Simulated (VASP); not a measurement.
# Ni (Fm-3m) in VASP: further runs

The runs below take Ni through single point, with PBEsol.

All numbers are computed with VASP 6.6.1; they aren't measurements. Logs are shortened: lines on timing, memory, paths and dates and some standing lists are left out, and cuts for length are marked.

## Step 1: The cell of the first run

Symmetry: Fm-3m, No. 225, cubic system. The conventional cell has a = 3.510 Å, b = 3.510 Å, c = 3.510 Å, α = 90.00°, β = 90.00°, γ = 90.00°. Within 3.3 Å of Ni (site symmetry m-3m) lie 12 Ni at 2.48 Å.

## Step 2: Single point, PBEsol, collinear spin, ferromagnetic start (10.81 Å³/atom)

INCAR

```
SYSTEM = Ni
ALGO = Normal
EDIFF = 1E-6
ENCUT = 520
GGA = PS
ISIF = 2
ISMEAR = -1
ISPIN = 2
LASPH = .True.
LCHARG = .False.
LMAXMIX = 4
LORBIT = 11
LREAL = .False.
LWAVE = .False.
MAGMOM = 0.651
NBANDS = 15
NELM = 150
PREC = Accurate
SIGMA = 0.05
```

KPOINTS

```
k-points
0
Gamma
  26 26 26
  0 0 0
```

POSCAR

```
Ni
1.0
    0.0000000000      1.7547528461      1.7547528461
    1.7547528461      0.0000000000      1.7547528461
    1.7547528461      1.7547528461      0.0000000000
Ni
1
Direct
    0.0000000000      0.0000000000      0.0000000000
```

Potentials or basis: VASP PAW PBE potentials, release 64 (Ni).

Command:

```
$ cat potpaw_PBE.64/Ni/POTCAR > POTCAR
$ mpirun -np 1 vasp_std > vasp.out
```

OUTCAR:

```text
SYSTEM = Ni
   EDIFF = 1E-6
   ENCUT = 520
   GGA = PS
   ISIF = 2
   ISMEAR = -1
   ISPIN = 2
   LASPH = .True.
   LORBIT = 11
   LREAL = .False.
   NELM = 150
   PREC = Accurate

 ion  position               nearest neighbor table
   1  0.000  0.000  0.000-

  LATTYP: Found a face centered cubic cell.
 ALAT       =     3.5095056922

  Lattice vectors:

 A1 = (   0.0000000000,   1.7547528461,   1.7547528461)
 A2 = (   1.7547528461,   0.0000000000,   1.7547528461)
 A3 = (   1.7547528461,   1.7547528461,   0.0000000000)

Analysis of symmetry for initial positions (statically):
=====================================================================
 Subroutine PRICEL returns:
 Original cell was already a primitive cell.

 Routine SETGRP: Setting up the symmetry group for a
 face centered cubic supercell.

 Subroutine GETGRP returns: Found 48 space group operations
 (whereof 48 operations were pure point group operations)
 out of a pool of 48 trial point group operations.

The static configuration has the point symmetry O_h .

Analysis of symmetry for dynamics (positions and initial velocities):
=====================================================================
 Subroutine PRICEL returns:
 Original cell was already a primitive cell.

 Routine SETGRP: Setting up the symmetry group for a
 face centered cubic supercell.

 Subroutine GETGRP returns: Found 48 space group operations
 (whereof 48 operations were pure point group operations)
 out of a pool of 48 trial point group operations.

The dynamic configuration has the point symmetry O_h .

Analysis of structural, dynamic, and magnetic symmetry:
=====================================================================
 Subroutine PRICEL returns:
 Original cell was already a primitive cell.

 Routine SETGRP: Setting up the symmetry group for a
 face centered cubic supercell.

 Subroutine GETGRP returns: Found 48 space group operations
 (whereof 48 operations were pure point group operations)
 out of a pool of 48 trial point group operations.

The overall configuration has the point symmetry O_h .

 Subroutine INISYM returns: Found 48 space group operations
 (whereof 48 operations are pure point group operations),
 and found     1 'primitive' translations

----------------------------------------------------------------------------------------

                                     Primitive cell

  volume of cell :      10.8063

  direct lattice vectors                    reciprocal lattice vectors
     0.000000000  1.754752846  1.754752846    -0.284940413  0.284940413  0.284940413
     1.754752846  0.000000000  1.754752846     0.284940413 -0.284940413  0.284940413
     1.754752846  1.754752846  0.000000000     0.284940413  0.284940413 -0.284940413

  length of vectors
     2.481595274  2.481595274  2.481595274     0.493531272  0.493531272  0.493531272

  position of ions in fractional coordinates (direct lattice)
     0.000000000  0.000000000  0.000000000

  ion indices of the primitive-cell ions
   primitive index   ion index
                 1           1

----------------------------------------------------------------------------------------

 KPOINTS: k-points

Automatic generation of k-mesh.
 Grid dimensions read from file:
 generate k-points for:   26   26   26

 Generating k-lattice:

  Cartesian coordinates                     Fractional coordinates (reciprocal lattice)
    -0.010959247  0.010959247  0.010959247     0.038461538  0.000000000  0.000000000
     0.010959247 -0.010959247  0.010959247     0.000000000  0.038461538  0.000000000
     0.010959247  0.010959247 -0.010959247     0.000000000  0.000000000  0.038461538

  Length of vectors
     0.018981972  0.018981972  0.018981972

  Shift w.r.t. Gamma in fractional coordinates (k-lattice)
     0.000000000  0.000000000  0.000000000

 Subroutine IBZKPT returns following result:
 ===========================================

 Found    511 irreducible k-points:

 Following reciprocal coordinates:
            Coordinates               Weight
  0.000000  0.000000  0.000000      1.000000
  0.038462  0.000000  0.000000      8.000000
  0.076923  0.000000  0.000000      8.000000
  0.115385  0.000000  0.000000      8.000000
  0.153846  0.000000  0.000000      8.000000
  0.192308  0.000000  0.000000      8.000000
[... 16 lines left out ...]
  0.346154  0.038462  0.000000     24.000000
  0.384615  0.038462  0.000000     24.000000
 [... further k-points ...]
   k-points           NKPTS =    511   k-points in BZ     NKDIM =    511   number of bands    NBANDS=     15
   number of dos      NEDOS =    301   number of ions     NIONS =      1
   total plane-waves  NPLWV =   5832
   dimension x,y,z NGX =    18 NGY =   18 NGZ =   18
   dimension x,y,z NGXF=    36 NGYF=   36 NGZF=   36
   ions per type =               1
   NGX,Y,Z   is equivalent  to a cutoff of  12.06, 12.06, 12.06 a.u.
   NGXF,Y,Z  is equivalent  to a cutoff of  24.12, 24.12, 24.12 a.u.
 SYSTEM =  Ni
   PREC   = accura    normal or accurate (medium, high low for compatibility)
   ISTART =      0    job   : 0-new  1-cont  2-samecut
   ICHARG =      2    charge: 1-file 2-atom 10-const
   ISPIN  =      2    spin polarized calculation?
   LNONCOLLINEAR =      F non collinear calculations
   LSORBIT =      F    spin-orbit coupling
   LASPH  =      T    aspherical Exc in radial PAW
   ENCUT  =  520.0 eV  38.22 Ry    6.18 a.u.   4.61  4.61  4.61*2*pi/ulx,y,z
   NELM   =    150;   NELMIN=  2; NELMDL= -5     # of ELM steps
   EDIFF  = 0.1E-05   stopping-criterion for ELM
   LREAL  =      F    real-space projection
   EDIFFG = 0.1E-04   stopping-criterion for IOM
   NSW    =      0    number of steps for IOM
   IBRION =     -1    ionic relax: 0-MD 1-quasi-New 2-CG
   NFREE  =      0    steps in history (QN), initial steepest desc. (CG)
   ISIF   =      2    stress and relaxation
   ISYM   =      2    0-nonsym 1-usesym 2-fastsym
   POTIM  = 0.5000    time-step for ionic-motion
   TEBEG  =    0.0;   TEEND  =   0.0 temperature during run
   PSTRESS=    0.0 pullay stress
   NELECT =      10.0000    total number of electrons
   NUPDOWN=      -1.0000    fix difference up-down
   EMIN   =  10.00;   EMAX   =-10.00  energy-range for DOS
   EFERMI =   0.00;   METHOD = LEGACY
   ISMEAR =    -1;   SIGMA  =   0.05  broadening in eV -4-tet -1-fermi 0-gaus
   EFERMI_NEDOS =   21; number of points for ismear=-14 and -15
   IALGO  =     38    algorithm
   IMIX   =      4    mixing-type and parameters
     AMIX     =   0.40;   BMIX     =  1.00
     AMIX_MAG =   1.60;   BMIX_MAG =  1.00
  volume/ion in A,a.u.               =      10.81        72.92
  Fermi-wavevector in a.u.,A,eV,Ry     =   1.595324  3.014725 34.627622  2.545058
  Thomas-Fermi vector in A             =   2.693260
   LORBIT       =     11    0 simple, 1 ext, 2 COOP (PROOUT), +10 PAW based schemes
   GGA     = PS    functional components
   LHFCALC =     F    Hartree Fock is set to
   AEXX    =    0.0000 exact exchange contribution
   IVDW    =     0    specifies the selected vdW correction
   LEPSILON=     F    determine dielectric tensor
   LRPA    =     F    only Hartree local field effects (RPA)
 spin polarized calculation
  energy-cutoff  :      520.00
  volume of cell :       10.81
 maximum number of plane-waves:       303
   NGX =  9   NGY =  9   NGZ =  9

 number of electron      10.0000012 magnetization       0.6192162

 Free energy of the ion-electron system (eV)
  ---------------------------------------------------
  ext. energy  EPLUGINS =         0.00000000
  ---------------------------------------------------
  free energy    TOTEN  =        -6.13067635 eV

  energy without entropy =       -6.11570500  energy(sigma->0) =       -6.12319067

 E-fermi :   9.2828     XC(G=0): -13.4752

 val. band max:        9.2824942308   @ k =  -0.4231   0.3077   0.1538
 cond. band min:       9.2830414320   @ k =  -0.3462   0.3462   0.0385
 fundamental gap:      0.0005472012
 Fermi energy:         9.2828461777

 spin component 1

 k-point     1 :       0.0000    0.0000    0.0000
  band No.  band energies     occupation
      1       0.1782      1.00000
      2       6.8454      1.00000
      3       6.8454      1.00000
      4       6.8454      1.00000
      5       8.0265      1.00000
      6       8.0265      1.00000
      7      33.0396      0.00000
      8      36.9313      0.00000
      9      36.9313      0.00000
     10      36.9313      0.00000
     11      39.8700      0.00000
     12      39.8700      0.00000
     13      39.8700      0.00000
     14      42.8848      0.00000
     15      49.2142      0.00000
[... 397 lines left out ...]
 k-point    24 :       0.3846    0.0385    0.0000
  band No.  band energies     occupation
      1       4.0524      1.00000
      2       6.9218      1.00000
      3       6.9711      1.00000
      4       7.1785      1.00000
      5       8.5374      1.00000
      6       8.5455      1.00000
      7      18.2180      0.00000
      8      31.7612      0.00000
      9      33.0130      0.00000
     10      34.7967      0.00000
     11      37.5289      0.00000
     12      38.9852      0.00000
     13      42.9153      0.00000
     14      50.1448      0.00000
     15      52.7124      0.00000

 [... further k-points ...]

 spin component 2

 k-point     1 :       0.0000    0.0000    0.0000
  band No.  band energies     occupation
      1       0.1647      1.00000
      2       7.5604      1.00000
      3       7.5604      1.00000
      4       7.5604      1.00000
      5       8.6313      1.00000
      6       8.6313      1.00000
      7      32.9253      0.00000
      8      36.9308      0.00000
      9      36.9308      0.00000
     10      36.9308      0.00000
     11      39.9860      0.00000
     12      39.9860      0.00000
     13      39.9860      0.00000
     14      42.7923      0.00000
     15      49.4008      0.00000
[... 397 lines left out ...]
 k-point    24 :       0.3846    0.0385    0.0000
  band No.  band energies     occupation
      1       4.2810      1.00000
      2       7.4891      1.00000
      3       7.5722      1.00000
      4       7.6005      1.00000
      5       9.2220      0.77153
      6       9.2623      0.60129
      7      18.4728      0.00000
      8      31.6781      0.00000
      9      33.1107      0.00000
     10      34.9012      0.00000
     11      37.5715      0.00000
     12      39.0388      0.00000
     13      43.0067      0.00000
     14      50.2631      0.00000
     15      52.7939      0.00000

 [... further k-points ...]
[... 5 lines left out ...]
  --------------------------------------------------------------------------------------
  -------------------------------------------------------------------------------------
  Total       -0.5630457     -0.5630457     -0.5630457      0.0000000      0.0000000     -0.0000000
  in kB      -83.4788323    -83.4788323    -83.4788323      0.0000000      0.0000000     -0.0000000
  external PRESSURE =     -83.4788323 kB  Pullay stress =       0.0000000 kB

 VOLUME and BASIS-vectors are now :
 -----------------------------------------------------------------------------
  energy-cutoff  :      520.00
  volume of cell :       10.81
      direct lattice vectors                 reciprocal lattice vectors
     0.000000000  1.754752846  1.754752846    -0.284940413  0.284940413  0.284940413
     1.754752846  0.000000000  1.754752846     0.284940413 -0.284940413  0.284940413
     1.754752846  1.754752846  0.000000000     0.284940413  0.284940413 -0.284940413

 POSITION                                       TOTAL-FORCE (eV/Angst)
 -----------------------------------------------------------------------------------
      0.00000      0.00000      0.00000        -0.000000      0.000000      0.000000
 -----------------------------------------------------------------------------------
    total drift:                                0.000000     -0.000000     -0.000000

  FREE ENERGIE OF THE ION-ELECTRON SYSTEM (eV)
  ---------------------------------------------------
  free  energy   TOTEN  =        -6.1306763468 eV

  energy  without entropy=       -6.1157049975  energy(sigma->0) =       -6.12319067

 total charge

# of ion       s       p       d       tot
------------------------------------------
    1        0.503   0.509   8.314   9.325

 magnetization (x)

# of ion       s       p       d       tot
------------------------------------------
    1       -0.006  -0.024   0.659   0.629
```

Wall time 3.5 min (1 thread of Intel Xeon 8259CL, shared host); peak memory 0.23 GiB.

What came out:

```yaml
Free_energy: -6.1307 eV
Pressure: -8.3 GPa
Net_moment: 0.62 μB per cell
Site_moments: Ni +0.63 μB
Valence_electrons_inside_the_program's_atomic_spheres: Ni 9.32
```

Levels at points of the mesh, in eV from the Fermi level:
Spin up:
| k point | band 3 | band 4 | band 5 | band 6 | band 7 | band 8 |
| --- | --- | --- | --- | --- | --- | --- |
| (0.00, 0.00, 0.00) | -2.44 | -2.44 | -1.26 | -1.26 | 23.76 | 27.65 |
| (0.50, 0.00, 0.00) | -2.43 | -0.58 | -0.58 | -0.35 | 5.69 | 22.25 |
| (0.50, 0.50, 0.00) | -0.54 | -0.45 | -0.45 | 2.40 | 9.26 | 14.83 |
Spin down:
| k point | band 2 | band 3 | band 4 | band 5 | band 6 | band 7 | band 8 | band 9 |
| --- | --- | --- | --- | --- | --- | --- | --- | --- |
| (0.00, 0.00, 0.00) | -1.72 | -1.72 | -1.72 | -0.65 | -0.65 | 23.64 | 27.65 | 27.65 |
| (0.50, 0.00, 0.00) | -1.81 | -1.81 | -0.39 | 0.15 | 0.15 | 6.11 | 22.14 | 24.82 |
| (0.50, 0.50, 0.00) | -3.64 | 0.09 | 0.37 | 0.37 | 2.38 | 9.52 | 14.85 | 14.85 |

Caveat: the cell stands under tension; the PAW data sets were made with another functional, which shifts forces and pressure a little.

(Continued in part 2 of 2.)
